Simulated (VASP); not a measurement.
A run of VASP 6.6.1 is set up as follows.

INCAR

```
PREC     = Accurate       # precision mode
ENCUT    = 520            # plane-wave cutoff, eV
EDIFF    = 1E-6           # SCF threshold, eV
ISMEAR   = -1             # smearing method
SIGMA    = 0.1            # smearing width, eV
LREAL    = False          # projectors in reciprocal space
LASPH    = True           # aspherical terms in the spheres
NELM     = 80             # most SCF steps
ALGO     = Normal         # electronic algorithm
ISIF     = 2              # what is computed and relaxed
LWAVE    = False          # write WAVECAR
LCHARG   = True           # write CHGCAR
GGA      = PE             # functional
LELF     = True           # ELF
LVHAR    = True         
NBANDS   = 11             # bands
```

File KPOINTS:

```
regular mesh
0
Gamma
  16 16 16
```

Contents of POSCAR:

```
Ca
1.0
    0.0000000000      2.0680613342      2.0680613342
    2.0680613342      0.0000000000      2.0680613342
    2.0680613342      2.0680613342      0.0000000000
Ca
1
Direct
    0.0000000000      0.0000000000      0.0000000000
```

Potentials or basis: VASP PAW PBE potentials, release 64 (Ca_sv).

Launch:

```sh
$ cat potpaw_PBE.64/Ca_sv/POTCAR > POTCAR
$ mpirun -np 1 vasp_std > vasp.out
```

(1) Estimate the pressure.

(2) What does it give for the band gap on the k mesh?

## Answers

(1) 51.3 GPa.

(2) zero (bands 5 and 6 overlap by 1.01 eV).

Caveat: the cell stands under pressure.
